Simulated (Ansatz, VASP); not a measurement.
# LiCl in VASP and in Ansatz

Contents of INCAR:

```
PREC = Accurate
ENCUT = 520
EDIFF = 1E-6
ISMEAR = 0
SIGMA = 0.05
LREAL = F
LASPH = T
NELM = 60
ALGO = Normal
ISIF = 2
LWAVE = F
LCHARG = T
GGA = PE
LELF = T
LVHAR = T
NBANDS = 12
```

Contents of KPOINTS:

```
regular mesh
0
Gamma
  8 8 8
```

File POSCAR:

```
LiCl
1.0
    0.0000000000      2.7699408000      2.4621696000
    2.7699408000      0.0000000000      2.4621696000
    2.7699408000      2.7699408000      0.0000000000
Li Cl
1 1
Direct
    0.0000000000      0.0000000000      0.0000000000
    0.5000000000      0.5000000000      0.5000000000
```

Input for Ansatz:

```yaml
crystal:
  lattice:
    - [0.0, 2.7699408, 2.4621696]
    - [2.7699408, 0.0, 2.4621696]
    - [2.7699408, 2.7699408, 0.0]
  atoms:
    - { symbol: Li, position: [0.0, 0.0, 0.0] }
    - { symbol: Cl, position: [0.5, 0.5, 0.5] }
basis:
  ecutwfc: 420
kpoints:
  mp_grid: { grid: [8, 8, 8] }
hamiltonian:
  xc: pbe
scf:
  occupations: { method: gaussian, width: 0.05 }
output:
  forces: true
  stress: true
  eigenvalues: true
```

Change from the starting cell: strain +0.080 along x and y, -0.040 along z, atoms carried along.

Alike in both runs: task single point; functional PBE; k mesh 8 × 8 × 8; occupations gaussian, width 0.05 eV; no spin polarisation.

```csv
,VASP,Ansatz
version,VASP 6.6.1,Ansatz 0.2.0
potentials or method,"VASP PAW PBE potentials, release 64 (Li_sv, Cl), cutoff 520 eV","scalar-relativistic, plane waves, PAW"
valence electrons in the cell,10,10
```

|  | VASP | Ansatz | Ansatz less VASP |
| --- | --- | --- | --- |
| gap on the k mesh at the Fermi level (eV) | 5.66 | 5.65 | -0.011 |
| least direct gap on the mesh (eV) | 5.66 | 5.65 | -0.011 |

With one functional, cell and mesh, what is left measures potentials, basis and numerics.

Noted on VASP's run: the cutoff is short for stress, so the pressure is rough.
